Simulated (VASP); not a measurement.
Crystal: Nd3Si2I.

```xyz
6
Lattice="6.4942 0.0000 0.0000 -3.2471 5.6242 0.0000 0.0000 0.0000 4.2984" Properties=species:S:1:pos:R:3 pbc="T T T"
Nd    3.2471    0.0000    2.1492
Nd   -1.6236    2.8121    2.1492
Nd    1.6236    2.8121    2.1492
Si    3.2471    1.8747    0.0000
Si    0.0000    3.7494    0.0000
I     0.0000    0.0000    0.0000
```

The cell was generated, and may not be a known phase.

- Program: VASP 6.6.1
- Task: relaxation of cell and atoms
- Functional: PBE
- Potentials or basis: VASP PAW PBE potentials, release 64 (Nd_3, Si, I), 4f in core
- Cutoff: 500 eV
- k mesh: 2 × 2 × 3
- Occupations: gaussian, width 0.15 eV
- Spin: no spin polarisation

At the start: pressure 11.6 GPa; volume 26.17 Å³/atom.

Q: How do energy, volume and symmetry change on relaxing?

A: Over 8 steps the energy falls by 472.3 meV/atom and the volume is 34.10 Å³/atom (+30.3 %); space group P6/mmm (No. 191, to 0.1 Å) before and after.

Step by step:
| step | energy change (eV) | largest force (eV/Å) | pressure (GPa) | volume (Å³) |
| --- | --- | --- | --- | --- |
| 1 | 0.0000 | 0.0000 | 11.64 | 157.00 |
| 2 | -1.7116 | 0.0000 | -1.44 | 204.06 |
| 3 | -1.7125 | 0.0000 | -1.87 | 206.53 |
| 4 | -2.6499 | 0.0000 | -2.65 | 218.00 |
| 5 | -2.6781 | 0.0000 | -2.74 | 219.24 |
| 6 | -2.8050 | 0.0000 | 1.40 | 198.63 |
| 7 | -2.8272 | 0.0000 | 0.11 | 204.02 |
| 8 | -2.8336 | 0.0000 | 0.05 | 204.58 |

Final structure:
```
Nd Si I
1.0
     7.72918    0.00000    0.00000
    -3.86459    6.69367    0.00000
     0.00000    0.00000    3.95434
Nd Si I
3 2 1
Direct
  0.50000 0.00000 0.50000
  0.00000 0.50000 0.50000
  0.50000 0.50000 0.50000
  0.66667 0.33333 0.00000
  0.33333 0.66667 0.00000
  0.00000 0.00000 0.00000
```

Caveat: the k points lie up to 0.53 Å⁻¹ apart in the final cell; the volume moved by over 15 % at a fixed basis, so the end points are rough; the run has no spin polarisation, though such a crystal can be magnetic.
